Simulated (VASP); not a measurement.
Crystal: Hg.

```
Hg
1.0
    -1.79341    1.79341    1.79341
     1.79341   -1.79341    1.79341
     1.79341    1.79341   -1.79341
Hg
1
Direct
  0.00000 0.00000 0.00000
```

- Program: VASP 6.6.1
- Task: relaxation of cell and atoms
- Functional: revPBE
- Potentials or basis: VASP PAW PBE potentials, release 64 (Hg)
- Cutoff: 600 eV
- k mesh: 12 × 12 × 12
- Occupations: fermi-dirac, width 0.1 eV
- Spin: no spin polarisation

At the start: pressure 9.0 GPa; volume 23.07 Å³/atom.

Q: How do energy, volume and symmetry change on relaxing?

A: Over 16 steps the energy falls by 250.8 meV/atom and the volume is 88.05 Å³/atom (+281.6 %); space group Im-3m (No. 229, to 0.05 Å).

The path:
```
step  energy change (eV)  largest force (eV/Å)  pressure (GPa)  volume (Å³)
   1              0.0000                0.0000            8.99        23.07
   2             -0.1419                0.0000            2.41        27.67
   3             -0.1697                0.0000            1.48        30.05
   4             -0.2035                0.0000            0.76        35.21
   5             -0.2412                0.0000            0.19        47.24
   6             -0.2445                0.0000            0.16        78.92
   7              5.6240                0.0000          -27.07       179.27
   8             -0.2461                0.0000            0.16        80.53
   9              0.2081                0.0000           -5.56       123.39
  10             -0.2476                0.0000            0.14        82.18
  11             -0.2125                0.0000           -1.11       101.40
  12             -0.2491                0.0000            0.12        83.91
  13             -0.2478                0.0000           -0.24        92.38
  14             -0.2505                0.0000            0.05        86.53
  15             -0.2507                0.0000           -0.02        88.39
  16             -0.2508                0.0000            0.00        88.05
```

Final structure:
```
Hg
1.0
    -2.80254    2.80254    2.80254
     2.80254   -2.80254    2.80254
     2.80254    2.80254   -2.80254
Hg
1
Direct
  0.00000 0.00000 0.00000
```

Caveat: the volume moved by over 15 % at a fixed basis, so the end points are rough; the PAW data sets were made with another functional, which shifts forces and pressure a little.
